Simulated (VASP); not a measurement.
Wanted: the native input for a VASP 6.6.1 run.

- Task: single point
- Functional: PBE
- Potentials or basis: VASP PAW PBE potentials, release 64 (Os)
- Cutoff: 520 eV
- k mesh: 14 × 14 × 14
- Occupations: fermi-dirac, width 0.03 eV
- Spin: no spin polarisation
- Dipole correction: no
- k mesh for the DOS: 21 × 21 × 21
- Occupations for the DOS: tetrahedron
- Further INCAR settings: ALGO = Normal; EDIFF = 1e-06; NBANDS = 10

The system is Os.

```
Os
1.0
     0.00000    1.94500    1.94500
     1.94500    0.00000    1.94500
     1.94500    1.94500    0.00000
Os
1
Direct
  0.00000 0.00000 0.00000
```

This isn't the form of Os at room conditions, which is hcp.

These files were run (other wordings do the same):

POSCAR

```
Os
1.0
    0.0000000000      1.9450000000      1.9450000000
    1.9450000000      0.0000000000      1.9450000000
    1.9450000000      1.9450000000      0.0000000000
Os
1
Direct
    0.0000000000      0.0000000000      0.0000000000
```

INCAR.step1

```
PREC     = Accurate       # precision mode
ENCUT    = 520            # plane-wave cutoff, eV
EDIFF    = 1E-6           # SCF threshold, eV
ISMEAR   = -1             # smearing method
SIGMA    = 0.03           # smearing width, eV
LREAL    = F              # projectors in reciprocal space
LASPH    = T              # aspherical terms in the spheres
NELM     = 60             # most SCF steps
ALGO     = Normal         # electronic algorithm
ISIF     = 2              # what is computed and relaxed
LWAVE    = F              # write WAVECAR
LCHARG   = T              # write CHGCAR
LMAXMIX  = 4              # l up to which the mixer works
GGA      = PE             # functional
NBANDS   = 10             # bands
```

KPOINTS.step1

```
regular mesh
0
Gamma
  14 14 14
```

INCAR.step2

```
PREC     = Accurate       # precision mode
ENCUT    = 520            # plane-wave cutoff, eV
EDIFF    = 1E-6           # SCF threshold, eV
ISMEAR   = -5             # smearing method
SIGMA    = 0.03           # smearing width, eV
LREAL    = F              # projectors in reciprocal space
LASPH    = T              # aspherical terms in the spheres
NELM     = 60             # most SCF steps
ALGO     = Normal         # electronic algorithm
ISIF     = 2              # what is computed and relaxed
LWAVE    = F              # write WAVECAR
LCHARG   = F              # write CHGCAR
LMAXMIX  = 4              # l up to which the mixer works
GGA      = PE             # functional
LORBIT   = 10             # projections on sites
NBANDS   = 10             # bands
NEDOS    = 2001           # points of the DOS
ICHARG   = 11             # starting density
```

KPOINTS.step2

```
regular mesh
0
Gamma
  21 21 21
```

Potentials or basis: VASP PAW PBE potentials, release 64 (Os).

Launch:

```bash
$ cat potpaw_PBE.64/Os/POTCAR > POTCAR
$ cp INCAR.step1 INCAR
$ cp KPOINTS.step1 KPOINTS
$ mpirun -np 1 vasp_std > vasp.out
$ cp INCAR.step2 INCAR
$ cp KPOINTS.step2 KPOINTS
$ mpirun -np 1 vasp_std > vasp.out
```

It gave:

```yaml
Valence_electrons_inside_the_program's_atomic_spheres: Os 7.30
```

It took 36 s on 1 thread of AMD EPYC 7R13 (shared host), peak memory 0.13 GiB.
